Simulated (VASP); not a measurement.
# Zn2SbO3 (R-3m) in VASP: a series of runs

Runs on Zn2SbO3. Level: PBE. Tasks: single point.

Program: VASP 6.6.1. These are calculated values, not measurements. Logs are shortened: lines on timing, memory, paths and dates and some standing lists are left out, and cuts for length are marked.

### 1 The cell of the first run

It takes space group R-3m (No. 166, trigonal). The conventional cell has a = 5.939 Å, b = 5.939 Å, c = 7.981 Å, α = 90.00°, β = 90.00°, γ = 120.00°. Zn (site symmetry 3m) has 3 O at 2.29 Å and 1 Zn at 2.30 Å and 1 Sb at 2.84 Å within 3.0 Å. Sb (site symmetry -3m) has 6 O at 2.17 Å and 2 Zn at 2.84 Å within 2.9 Å. O (site symmetry 2/m) has 2 Sb at 2.17 Å and 2 Zn at 2.29 Å within 2.9 Å.

### 2 Single point, PBE

The input, INCAR:

```
SYSTEM = Zn2SbO3
ALGO = Normal
EDIFF = 1E-6
ENCUT = 520
GGA = PE
ISIF = 2
ISMEAR = 0
LASPH = .True.
LCHARG = .False.
LREAL = .False.
LWAVE = .False.
NBANDS = 32
NELM = 100
PREC = Accurate
SIGMA = 0.1
```

The input, KPOINTS:

```
k-points
0
Gamma
  6 6 6
  0 0 0
```

The input, POSCAR:

```
Zn2SbO3
1.0
    2.9693956552      1.7143813809      2.6604773271
   -2.9693956552      1.7143813809      2.6604773271
    0.0000000000     -3.4287627618      2.6604773271
Zn Sb O
2 1 3
Direct
    0.6439088974      0.6439088974      0.6439088974
    0.3560911026      0.3560911026      0.3560911026
    0.0000000000      0.0000000000      0.0000000000
    0.0000000000      0.5000000000      0.0000000000
    0.5000000000      0.0000000000      0.0000000000
    0.0000000000      0.0000000000      0.5000000000
```

Potentials or basis: VASP PAW PBE potentials, release 64 (Zn, Sb, O).

On the command line:

```sh
$ cat potpaw_PBE.64/Zn/POTCAR potpaw_PBE.64/Sb/POTCAR potpaw_PBE.64/O/POTCAR > POTCAR
$ mpirun -np 1 vasp_std > vasp.out
```

OUTCAR:

```text
SYSTEM = Zn2SbO3
   EDIFF = 1E-6
   ENCUT = 520
   GGA = PE
   ISIF = 2
   ISMEAR = 0
   LASPH = .True.
   LREAL = .False.
   NELM = 100
   PREC = Accurate

 ion  position               nearest neighbor table
   1  0.644  0.644  0.644-   4 2.29   5 2.29   6 2.29   2 2.30   3 2.84
   2  0.356  0.356  0.356-   4 2.29   5 2.29   6 2.29   1 2.30   3 2.84
   3  0.000  0.000  0.000-   4 2.17   5 2.17   4 2.17   5 2.17   6 2.17   6 2.17   1 2.84   2 2.84

   4  0.000  0.500  0.000-   3 2.17   3 2.17   1 2.29   2 2.29
   5  0.500  0.000  0.000-   3 2.17   3 2.17   1 2.29   2 2.29
   6  0.000  0.000  0.500-   3 2.17   3 2.17   1 2.29   2 2.29

  LATTYP: Found a trigonal (rhomboedric) cell.
 ALAT       =     4.3398794550
 COS(alpha) =     0.0637091056

  Lattice vectors:

 A1 = (   2.9693956552,   1.7143813809,   2.6604773271)
 A2 = (  -2.9693956552,   1.7143813809,   2.6604773271)
 A3 = (   0.0000000000,  -3.4287627618,   2.6604773271)

Analysis of symmetry for initial positions (statically):
=====================================================================
 Subroutine PRICEL returns:
 Original cell was already a primitive cell.

 Routine SETGRP: Setting up the symmetry group for a
 trigonal (rhombohedral) supercell.

 Subroutine GETGRP returns: Found 12 space group operations
 (whereof 12 operations were pure point group operations)
 out of a pool of 12 trial point group operations.

The static configuration has the point symmetry D_3d.

Analysis of symmetry for dynamics (positions and initial velocities):
=====================================================================
 Subroutine PRICEL returns:
 Original cell was already a primitive cell.

 Routine SETGRP: Setting up the symmetry group for a
 trigonal (rhombohedral) supercell.

 Subroutine GETGRP returns: Found 12 space group operations
 (whereof 12 operations were pure point group operations)
 out of a pool of 12 trial point group operations.

The dynamic configuration has the point symmetry D_3d.

 Subroutine INISYM returns: Found 12 space group operations
 (whereof 12 operations are pure point group operations),
 and found     1 'primitive' translations

----------------------------------------------------------------------------------------

                                     Primitive cell

  volume of cell :      81.2618

  direct lattice vectors                    reciprocal lattice vectors
     2.969395655  1.714381381  2.660477327     0.168384432  0.097216797  0.125290800
    -2.969395655  1.714381381  2.660477327    -0.168384432  0.097216797  0.125290800
     0.000000000 -3.428762762  2.660477327     0.000000000 -0.194433594  0.125290800

  length of vectors
     4.339879455  4.339879455  4.339879455     0.231305441  0.231305441  0.231305441

  position of ions in fractional coordinates (direct lattice)
     0.643908897  0.643908897  0.643908897
     0.356091103  0.356091103  0.356091103
     0.000000000  0.000000000  0.000000000
     1.000000000  0.500000000  0.000000000
     0.500000000  1.000000000  0.000000000
     0.000000000  0.000000000  0.500000000

  ion indices of the primitive-cell ions
   primitive index   ion index
                 1           1
                 2           2
                 3           3
                 4           4
                 5           5
                 6           6

----------------------------------------------------------------------------------------

 KPOINTS: k-points

Automatic generation of k-mesh.
 Grid dimensions read from file:
 generate k-points for:    6    6    6

 Generating k-lattice:

  Cartesian coordinates                     Fractional coordinates (reciprocal lattice)
     0.028064072  0.016202799  0.020881800     0.166666667  0.000000000  0.000000000
    -0.028064072  0.016202799  0.020881800     0.000000000  0.166666667  0.000000000
     0.000000000 -0.032405599  0.020881800     0.000000000  0.000000000  0.166666667

  Length of vectors
     0.038550907  0.038550907  0.038550907

  Shift w.r.t. Gamma in fractional coordinates (k-lattice)
     0.000000000  0.000000000  0.000000000

 Subroutine IBZKPT returns following result:
 ===========================================

 Found     32 irreducible k-points:

 Following reciprocal coordinates:
            Coordinates               Weight
  0.000000  0.000000  0.000000      1.000000
  0.166667 -0.000000 -0.000000      6.000000
  0.333333  0.000000  0.000000      6.000000
  0.500000  0.000000  0.000000      3.000000
  0.166667  0.166667  0.000000      6.000000
  0.333333  0.166667  0.000000     12.000000
[... 16 lines left out ...]
  0.500000  0.500000  0.166667      6.000000
 -0.333333  0.500000  0.166667     12.000000
 [... further k-points ...]
   k-points           NKPTS =     32   k-points in BZ     NKDIM =     32   number of bands    NBANDS=     32
   number of dos      NEDOS =    301   number of ions     NIONS =      6
   total plane-waves  NPLWV =  32768
   dimension x,y,z NGX =    32 NGY =   32 NGZ =   32
   dimension x,y,z NGXF=    64 NGYF=   64 NGZF=   64
   ions per type =               2   1   3
   NGX,Y,Z   is equivalent  to a cutoff of  12.26, 12.26, 12.26 a.u.
   NGXF,Y,Z  is equivalent  to a cutoff of  24.52, 24.52, 24.52 a.u.
 SYSTEM =  Zn2SbO3
   PREC   = accura    normal or accurate (medium, high low for compatibility)
   ISTART =      0    job   : 0-new  1-cont  2-samecut
   ICHARG =      2    charge: 1-file 2-atom 10-const
   ISPIN  =      1    spin polarized calculation?
   LNONCOLLINEAR =      F non collinear calculations
   LSORBIT =      F    spin-orbit coupling
   LASPH  =      T    aspherical Exc in radial PAW
   ENCUT  =  520.0 eV  38.22 Ry    6.18 a.u.   8.07  8.07  8.07*2*pi/ulx,y,z
   NELM   =    100;   NELMIN=  2; NELMDL= -5     # of ELM steps
   EDIFF  = 0.1E-05   stopping-criterion for ELM
   LREAL  =      F    real-space projection
   EDIFFG = 0.1E-04   stopping-criterion for IOM
   NSW    =      0    number of steps for IOM
   IBRION =     -1    ionic relax: 0-MD 1-quasi-New 2-CG
   NFREE  =      0    steps in history (QN), initial steepest desc. (CG)
   ISIF   =      2    stress and relaxation
   ISYM   =      2    0-nonsym 1-usesym 2-fastsym
   POTIM  = 0.5000    time-step for ionic-motion
   TEBEG  =    0.0;   TEEND  =   0.0 temperature during run
   PSTRESS=    0.0 pullay stress
   NELECT =      47.0000    total number of electrons
   NUPDOWN=      -1.0000    fix difference up-down
   EMIN   =  10.00;   EMAX   =-10.00  energy-range for DOS
   EFERMI =   0.00;   METHOD = LEGACY
   ISMEAR =     0;   SIGMA  =   0.10  broadening in eV -4-tet -1-fermi 0-gaus
   EFERMI_NEDOS =   21; number of points for ismear=-14 and -15
   IALGO  =     38    algorithm
   IMIX   =      4    mixing-type and parameters
     AMIX     =   0.40;   BMIX     =  1.00
     AMIX_MAG =   1.60;   BMIX_MAG =  1.00
  volume/ion in A,a.u.               =      13.54        91.40
  Fermi-wavevector in a.u.,A,eV,Ry     =   1.363993  2.577572 25.313310  1.860476
  Thomas-Fermi vector in A             =   2.490347
   LORBIT       =      0    0 simple, 1 ext, 2 COOP (PROOUT), +10 PAW based schemes
   GGA     = PE    functional components
   LHFCALC =     F    Hartree Fock is set to
   AEXX    =    0.0000 exact exchange contribution
   IVDW    =     0    specifies the selected vdW correction
   LEPSILON=     F    determine dielectric tensor
   LRPA    =     F    only Hartree local field effects (RPA)
 non-spin polarized calculation
 Gauss-broadening in eV      SIGMA  =   0.10
  energy-cutoff  :      520.00
  volume of cell :       81.26
 maximum number of plane-waves:      2218
   NGX = 17   NGY = 17   NGZ = 17

 number of electron      46.9999965 magnetization

 Free energy of the ion-electron system (eV)
  ---------------------------------------------------
  ext. energy  EPLUGINS =         0.00000000
  ---------------------------------------------------
  free energy    TOTEN  =       -25.81312914 eV

  energy without entropy =      -25.80110746  energy(sigma->0) =      -25.80711830

 E-fermi :   4.2674     XC(G=0): -10.8273

 val. band max:        4.2344000229   @ k =   0.3333   0.3333   0.0000
 cond. band min:       4.2892543134   @ k =  -0.3333  -0.3333   0.1667
 fundamental gap:      0.0548542906
 Fermi energy:         4.2674406743

 k-point     1 :       0.0000    0.0000    0.0000
  band No.  band energies     occupation
      1     -15.3286      2.00000
      2     -13.4592      2.00000
      3     -13.4592      2.00000
      4      -3.7418      2.00000
      5      -2.8178      2.00000
      6      -2.8178      2.00000
[... 24 lines left out ...]
     31      13.3979      0.00000
     32      13.4051      0.00000

 k-point     2 :       0.1667   -0.0000   -0.0000
  band No.  band energies     occupation
      1     -15.2387      2.00000
      2     -13.5860      2.00000
      3     -13.4573      2.00000
      4      -3.8250      2.00000
      5      -3.1529      2.00000
      6      -2.7467      2.00000
[... 24 lines left out ...]
     31      12.2077      0.00000
     32      12.4828      0.00000

 k-point     3 :       0.3333    0.0000    0.0000
  band No.  band energies     occupation
      1     -15.0014      2.00000
      2     -13.8975      2.00000
      3     -13.4535      2.00000
      4      -4.1199      2.00000
      5      -3.3513      2.00000
      6      -2.5892      2.00000
[... 24 lines left out ...]
     31      11.9051      0.00000
     32      12.0367      0.00000

 k-point     4 :       0.5000    0.0000    0.0000
  band No.  band energies     occupation
      1     -14.8106      2.00000
      2     -14.1254      2.00000
      3     -13.4517      2.00000
      4      -4.2702      2.00000
      5      -3.3751      2.00000
      6      -2.5045      2.00000
[... 654 lines left out ...]
     31      12.1253      0.00000
     32      12.4562      0.00000

 k-point    23 :       0.5000    0.5000    0.1667
  band No.  band energies     occupation
      1     -14.2501      2.00000
      2     -14.1183      2.00000
      3     -13.9863      2.00000
      4      -6.5621      2.00000
      5      -2.5013      2.00000
      6      -2.2182      2.00000
[... 24 lines left out ...]
     31      12.5608      0.00000
     32      13.1686      0.00000

 k-point    24 :      -0.3333    0.5000    0.1667
  band No.  band energies     occupation
      1     -14.4014      2.00000
      2     -14.1346      2.00000
      3     -13.8361      2.00000
      4      -6.2528      2.00000
      5      -2.6875      2.00000
      6      -2.1760      2.00000
[... 24 lines left out ...]
     31      12.5891      0.00000
     32      13.1388      0.00000

 [... further k-points ...]

------------------------ aborting loop because EDIFF is reached ----------------------------------------

  FORCE on cell =-STRESS in cart. coord.  units (eV):
  Direction    XX          YY          ZZ          XY          YZ          ZX
  --------------------------------------------------------------------------------------
  -------------------------------------------------------------------------------------
  Total       -0.1283051     -0.1283051     -0.0885530     -0.0000000      0.0000000      0.0000000
  in kB       -2.5296960     -2.5296960     -1.7459323     -0.0000000      0.0000000      0.0000000
  external PRESSURE =      -2.2684414 kB  Pullay stress =       0.0000000 kB

 VOLUME and BASIS-vectors are now :
 -----------------------------------------------------------------------------
  energy-cutoff  :      520.00
  volume of cell :       81.26
      direct lattice vectors                 reciprocal lattice vectors
     2.969395655  1.714381381  2.660477327     0.168384432  0.097216797  0.125290800
    -2.969395655  1.714381381  2.660477327    -0.168384432  0.097216797  0.125290800
     0.000000000 -3.428762762  2.660477327     0.000000000 -0.194433594  0.125290800

 POSITION                                       TOTAL-FORCE (eV/Angst)
 -----------------------------------------------------------------------------------
      0.00000      0.00000      5.13932         0.000000      0.000000      0.003959
      0.00000      0.00000      2.84212         0.000000      0.000000     -0.003959
      0.00000      0.00000      0.00000         0.000000      0.000000      0.000000
     -1.48470      0.85719      1.33024        -0.000000     -0.000000     -0.000000
      1.48470      0.85719      1.33024         0.000000      0.000000      0.000000
      0.00000     -1.71438      1.33024        -0.000000      0.000000      0.000000
 -----------------------------------------------------------------------------------
    total drift:                               -0.000000      0.000000      0.000000

  FREE ENERGIE OF THE ION-ELECTRON SYSTEM (eV)
  ---------------------------------------------------
  free  energy   TOTEN  =       -25.8131291389 eV

  energy  without entropy=      -25.8011074649  energy(sigma->0) =      -25.80711830
```

It took 51 s on 1 thread of Intel Xeon Platinum 8488C (Sapphire Rapids), shared host; peak memory 0.22 GiB.

What came out:

* Free energy: -25.8131 eV
* Pressure: -0.2 GPa
* Largest force: 0.004 eV/Å

Forces on the atoms (eV/Å):
```
Zn   0.000  0.000  0.004
Zn   0.000  0.000 -0.004
Sb   0.000  0.000  0.000
O    0.000  0.000  0.000
O    0.000  0.000  0.000
O    0.000  0.000  0.000
```

Caveat: spin-orbit coupling is left out, which moves the levels of the heavy elements; an odd number of electrons without spin polarisation forces a metal; a magnetic or distorted state may lie lower.

[end of part 1 of 2]
